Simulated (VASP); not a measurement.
Here is a VASP 6.6.1 calculation.

Contents of INCAR:

```
SYSTEM = PbS
  ALGO = Normal
  EDIFF = 1E-6
  ENCUT = 520
  GGA = PS
  ISIF = 2
  ISMEAR = -1
  IVDW = 13
  LASPH = .True.
  LCHARG = .False.
  LREAL = .False.
  LWAVE = .False.
  NBANDS = 17
  NELM = 100
  PREC = Accurate
  SIGMA = 0.05
```

KPOINTS

```
k-points
0
Gamma
  8 8 8
  0 0 0
```

POSCAR

```
PbS
1.0
    0.0000000000      2.9256673838      2.9256673838
    2.9256673838      0.0000000000      2.9256673838
    2.9256673838      2.9256673838      0.0000000000
Pb S
1 1
Direct
    0.0000000000      0.0000000000      0.0000000000
    0.5000000000      0.5000000000      0.5000000000
```

Potentials or basis: VASP PAW PBE potentials, release 64 (Pb_d, S).

Run with:

```console
$ cat potpaw_PBE.64/Pb_d/POTCAR potpaw_PBE.64/S/POTCAR > POTCAR
$ mpirun -np 1 vasp_std > vasp.out
```

**Question.** Estimate the dispersion energy per atom.

**Answer.** -0.227 eV.

**Question.** Estimate the band gap on the k mesh.

**Answer.** 0.09 eV, direct.

**Question.** Predict the pressure.

**Answer.** 0.2 GPa.

Caveat: the PAW data sets were made with another functional, which shifts forces and pressure a little; spin-orbit coupling is left out, which moves the levels of the heavy elements. A k mesh can miss the band edges.
